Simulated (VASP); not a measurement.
# BeTe: single point with PBEsol

Crystal: BeTe.

```xyz
2
Lattice="0.0000 2.8028 2.8028 2.8028 0.0000 2.8028 2.8028 2.8028 0.0000" Properties=species:S:1:pos:R:3 pbc="T T T"
Be    0.0000    0.0000    0.0000
Te    4.2042    4.2042    4.2042
```

```yaml
Program: VASP 6.6.1
Task: single point
Functional: PBEsol
Potentials_or_basis: VASP PAW PBE potentials, release 64 (Be, Te)
Cutoff: 520 eV
k_mesh: 16 × 16 × 16
Occupations: fermi-dirac, width 0.05 eV
Spin: no spin polarisation
Dipole_correction: no
Further_INCAR_settings: ALGO = Normal; EDIFF = 1e-06; NBANDS = 11
```

```yaml
Pressure: 0.2 GPa
Band_gap_on_the_k_mesh: 1.82 eV, indirect (least direct gap 3.59 eV)
```

Levels at points of the mesh, in eV from the valence-band top:
```
           k point  band 1  band 2  band 3  band 4  band 5  band 6  band 7  band 8
(0.00, 0.00, 0.00)  -12.43    0.00    0.00    0.00    3.59    3.59    3.59    3.83
(0.50, 0.00, 0.00)  -11.04   -5.67   -1.16   -1.16    3.07    4.55    4.55    7.66
(0.50, 0.50, 0.00)  -10.54   -5.21   -2.71   -2.71    1.82    2.59    9.80    9.80
```

Run time: 23 s on 1 thread of Intel(R) Xeon(R) 6975P-C (Granite Rapids), on a shared host, peak memory 0.22 GiB.

Caveat: the PAW data sets were made with another functional, which shifts forces and pressure a little; spin-orbit coupling is left out, which moves the levels of the heavy elements. PBEsol gaps usually lie below the measured ones, often by a third to a half.
